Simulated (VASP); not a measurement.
# ZnO (P6_3mc) in VASP: notebook, part 2 of 2

VASP 6.6.1. Earlier steps stand in the parts before.

## 3. Single point, PBEsol (strain +0.050 along x and y, -0.025 along z)

File INCAR:

```
SYSTEM = ZnO
  PREC = Accurate
  ENCUT = 520
  EDIFF = 1E-6
  ISMEAR = 0
  SIGMA = 0.05
  LREAL = .FALSE.
  LASPH = .TRUE.
  NELM = 100
  ALGO = Normal
  ISIF = 2
  LWAVE = .FALSE.
  LCHARG = .FALSE.
  GGA = PS
  NBANDS = 26
```

File KPOINTS:

```
regular mesh
0
G
  9 9 6
  0 0 0
```

File POSCAR:

```
ZnO
1.0
    3.4118686601      0.0000000000      0.0000000000
   -1.7059343300      2.9547649340      0.0000000000
    0.0000000000      0.0000000000      5.0737050000
Zn O
2 2
Direct
    0.3333333333      0.6666666667      0.0000000000
    0.6666666667      0.3333333333      0.5000000000
    0.3333333333      0.6666666667      0.3821000000
    0.6666666667      0.3333333333      0.8821000000
```

Potentials or basis: VASP PAW PBE potentials, release 64 (Zn, O).

The run is started by

```bash
$ cat potpaw_PBE.64/Zn/POTCAR potpaw_PBE.64/O/POTCAR > POTCAR
$ mpirun -np 1 vasp_std > vasp.out
```

OUTCAR:

```text
SYSTEM = ZnO
   PREC = Accurate
   ENCUT = 520
   EDIFF = 1E-6
   ISMEAR = 0
   LREAL = .FALSE.
   LASPH = .TRUE.
   NELM = 100
   ISIF = 2
   GGA = PS

 ion  position               nearest neighbor table
   1  0.333  0.667  0.000-   3 1.94   4 2.06   4 2.06   4 2.06
   2  0.667  0.333  0.500-   4 1.94   3 2.06   3 2.06   3 2.06
   3  0.333  0.667  0.382-   1 1.94   2 2.06   2 2.06   2 2.06
   4  0.667  0.333  0.882-   2 1.94   1 2.06   1 2.06   1 2.06

  LATTYP: Found a hexagonal cell.
 ALAT       =     3.4118686601
 C/A-ratio  =     1.4870751208

  Lattice vectors:

 A1 = (   3.4118686601,   0.0000000000,   0.0000000000)
 A2 = (  -1.7059343300,   2.9547649340,   0.0000000000)
 A3 = (   0.0000000000,   0.0000000000,   5.0737050000)

Analysis of symmetry for initial positions (statically):
=====================================================================
 Subroutine PRICEL returns:
 Original cell was already a primitive cell.

 Routine SETGRP: Setting up the symmetry group for a
 hexagonal supercell.

[... 167 lines left out ...]
  ext. energy  EPLUGINS =         0.00000000
  ---------------------------------------------------
  free energy    TOTEN  =       -19.18722207 eV

  energy without entropy =      -19.18722207  energy(sigma->0) =      -19.18722207

 E-fermi :   0.6862     XC(G=0): -10.7982

 val. band max:        0.4190804004   @ k =   0.0000   0.0000   0.0000
 cond. band min:       1.0094385799   @ k =   0.0000   0.0000   0.0000
 fundamental gap:      0.5903581795
 Fermi energy:         0.6861808019

 k-point     1 :       0.0000    0.0000    0.0000
  band No.  band energies     occupation
      1     -17.0712      2.00000
      2     -16.3232      2.00000
      3      -4.9375      2.00000
      4      -4.9375      2.00000
      5      -4.9104      2.00000
      6      -4.7404      2.00000
[... 685 lines left out ...]
     25      13.4126      0.00000
     26      13.9326      0.00000

 [... further k-points ...]
[... 5 lines left out ...]
  --------------------------------------------------------------------------------------
  -------------------------------------------------------------------------------------
  Total       -4.1805894     -4.1805894      0.2775057     -0.0000000      0.0000000      0.0000000
  in kB     -130.9506459   -130.9506459      8.6924480     -0.0000000      0.0000000      0.0000000
  external PRESSURE =     -84.4029479 kB  Pullay stress =       0.0000000 kB

 VOLUME and BASIS-vectors are now :
 -----------------------------------------------------------------------------
  energy-cutoff  :      520.00
  volume of cell :       51.15
      direct lattice vectors                 reciprocal lattice vectors
     3.411868660  0.000000000  0.000000000     0.293094518  0.169218199  0.000000000
    -1.705934330  2.954764934  0.000000000     0.000000000  0.338436398  0.000000000
     0.000000000  0.000000000  5.073705000     0.000000000  0.000000000  0.197094628

 POSITION                                       TOTAL-FORCE (eV/Angst)
 -----------------------------------------------------------------------------------
     -0.00000      1.96984      0.00000        -0.000000     -0.000000     -0.512089
      1.70593      0.98492      2.53685         0.000000      0.000000     -0.512089
     -0.00000      1.96984      1.93866         0.000000      0.000000      0.512089
      1.70593      0.98492      4.47552         0.000000     -0.000000      0.512089
 -----------------------------------------------------------------------------------
    total drift:                               -0.000000     -0.000000      0.000816

  FREE ENERGIE OF THE ION-ELECTRON SYSTEM (eV)
  ---------------------------------------------------
  free  energy   TOTEN  =       -19.1872220671 eV

  energy  without entropy=      -19.1872220671  energy(sigma->0) =      -19.18722207
```

Run time: 97 s. Hardware: 1 thread of Intel Xeon Platinum 8488C (Sapphire Rapids), shared host; peak memory 0.2 GiB.

What came out:

```
Free energy            : -19.1872 eV
Pressure               : -8.4 GPa
Largest force          : 0.512 eV/Å
Band gap on the k mesh : 0.59 eV, direct
```

Forces in eV/Å, atoms in the order of the input:
```
Zn   0.000  0.000 -0.512
Zn   0.000  0.000 -0.512
O    0.000  0.000  0.512
O    0.000  0.000  0.512
```

Stress tensor (GPa, compression positive):
```
-13.10   0.00   0.00
  0.00 -13.10   0.00
  0.00   0.00   0.87
```

Caveat: the cell differs from its parent crystal (strain +0.050 along x and y, -0.025 along z); the PAW data sets were made with another functional, which shifts forces and pressure a little.

## 4. Single point, PBEsol (strain +0.050 along x and y, +0.000 along z)

File INCAR:

```
SYSTEM = ZnO
ALGO     = Normal         ! electronic algorithm
EDIFF    = 1E-6           ! SCF threshold, eV
ENCUT    = 520            ! plane-wave cutoff, eV
GGA      = PS             ! functional
ISIF     = 2              ! what is computed and relaxed
ISMEAR   = 0              ! smearing method
LASPH    = .TRUE.         ! aspherical terms in the spheres
LCHARG   = .FALSE.        ! write CHGCAR
LREAL    = .FALSE.        ! projectors in reciprocal space
LWAVE    = .FALSE.        ! write WAVECAR
NBANDS   = 26             ! bands
NELM     = 80             ! most SCF steps
PREC     = Accurate       ! precision mode
SIGMA    = 0.05           ! smearing width, eV
```

File KPOINTS:

```
k-points
0
G
  9 9 6
  0 0 0
```

Changes to POSCAR since step 3:

```diff
@@ -4,3 +4,3 @@
    -1.7059343300      2.9547649340      0.0000000000
-    0.0000000000      0.0000000000      5.0737050000
+    0.0000000000      0.0000000000      5.2038000000
 Zn O
```

The run is started by

```bash
$ cat potpaw_PBE.64/Zn/POTCAR potpaw_PBE.64/O/POTCAR > POTCAR
$ mpirun -np 1 vasp_std > vasp.out
```

Wall time 97 s (1 thread of Intel Xeon Platinum 8488C (Sapphire Rapids), shared host); peak memory 0.2 GiB.

It converged, with:

| Quantity | Value |
| --- | --- |
| Free energy | -19.1673 eV |
| Pressure | -11.4 GPa |
| Largest force | 0.226 eV/Å |
| Band gap on the k mesh | 0.56 eV, direct |

Forces in eV/Å, atoms in the order of the input:
```
Zn   0.000  0.000 -0.226
Zn   0.000  0.000 -0.226
O    0.000  0.000  0.226
O    0.000  0.000  0.226
```

Stress tensor (GPa, compression positive):
```
-14.18   0.00   0.00
  0.00 -14.18   0.00
  0.00   0.00  -5.81
```

Levels at points of the mesh, in eV from the valence-band top:
| k point | band 16 | band 17 | band 18 | band 19 | band 20 | band 21 |
| --- | --- | --- | --- | --- | --- | --- |
| (0.00, 0.00, 0.00) | -0.03 | -0.03 | 0.00 | 0.56 | 4.62 | 8.23 |
| (0.00, 0.00, 0.50) | -0.42 | -0.42 | -0.42 | 3.21 | 3.21 | 9.94 |

Caveat: the cell differs from its parent crystal (strain +0.050 along x and y, +0.000 along z); the PAW data sets were made with another functional, which shifts forces and pressure a little.

## 5. Single point, PBEsol (strain +0.025 along x and y, +0.050 along z)

File INCAR:

```
PREC     = Accurate       # precision mode
ENCUT    = 520            # plane-wave cutoff, eV
EDIFF    = 1E-7           # SCF threshold, eV
ISMEAR   = 0              # smearing method
SIGMA    = 0.05           # smearing width, eV
LREAL    = F              # projectors in reciprocal space
LASPH    = T              # aspherical terms in the spheres
NELM     = 100            # most SCF steps
ALGO     = Normal         # electronic algorithm
ISIF     = 2              # what is computed and relaxed
LWAVE    = F              # write WAVECAR
LCHARG   = F              # write CHGCAR
GGA      = PS             # functional
NBANDS   = 26             # bands
```

File KPOINTS:

```
regular mesh
0
Gamma
  9 9 6
```

File POSCAR:

```
ZnO
1.0
    3.3306336920      0.0000000000      0.0000000000
   -1.6653168460      2.8844133880      0.0000000000
    0.0000000000      0.0000000000      5.4639900000
Zn O
2 2
Direct
    0.3333333333      0.6666666667      0.0000000000
    0.6666666667      0.3333333333      0.5000000000
    0.3333333333      0.6666666667      0.3821000000
    0.6666666667      0.3333333333      0.8821000000
```

The run is started by

```bash
$ cat potpaw_PBE.64/Zn/POTCAR potpaw_PBE.64/O/POTCAR > POTCAR
$ mpirun -np 1 vasp_std > vasp.out
```

Run time: 1.7 min. Hardware: 1 thread of Intel Xeon Platinum 8488C (Sapphire Rapids), shared host; peak memory 0.2 GiB.

Results (log left out):

- Free energy: -19.2068 eV
- Pressure: -11.6 GPa
- Largest force: 0.114 eV/Å
- Band gap on the k mesh: 0.52 eV, direct

Forces on the atoms (eV/Å):
```
Zn   0.000  0.000  0.114
Zn   0.000  0.000  0.114
O    0.000  0.000 -0.114
O    0.000  0.000 -0.114
```

Stress tensor (GPa, compression positive):
```
-10.65   0.00   0.00
  0.00 -10.65   0.00
  0.00   0.00 -13.46
```

Levels at points of the mesh, in eV from the valence-band top:
```
           k point  band 16  band 17  band 18  band 19  band 20  band 21
(0.00, 0.00, 0.00)    -0.11     0.00     0.00     0.52     4.76     7.58
(0.00, 0.00, 0.50)    -0.32    -0.32    -0.32     3.09     3.09     9.37
```

Caveat: the cell differs from its parent crystal (strain +0.025 along x and y, +0.050 along z); the PAW data sets were made with another functional, which shifts forces and pressure a little.

## 6. Overview

```csv
cell,gap on the mesh (eV),pressure (GPa),largest force (eV/Å)
"a = 3.331, b = 3.331, c = 5.204 Å, angles 90.0, 90.0, 120.0°, 4 atoms",0.64,-6.8,0.13
"a = 3.412, b = 3.412, c = 5.074 Å, angles 90.0, 90.0, 120.0°, 4 atoms",0.59,-8.4,0.51
"a = 3.412, b = 3.412, c = 5.204 Å, angles 90.0, 90.0, 120.0°, 4 atoms",0.56,-11.4,0.23
"a = 3.331, b = 3.331, c = 5.464 Å, angles 90.0, 90.0, 120.0°, 4 atoms",0.52,-11.6,0.11
```

Alike in all rows: task single point; level PBEsol; potentials or basis VASP PAW PBE potentials, release 64 (Zn, O); no spin polarisation; k mesh 9 × 9 × 6; cutoff (eV) 520; smearing gaussian 0.05 eV.

Caveats: the PAW data sets were made with another functional, which shifts forces and pressure a little.

Absolute energies hang on the potentials; compare differences alone.
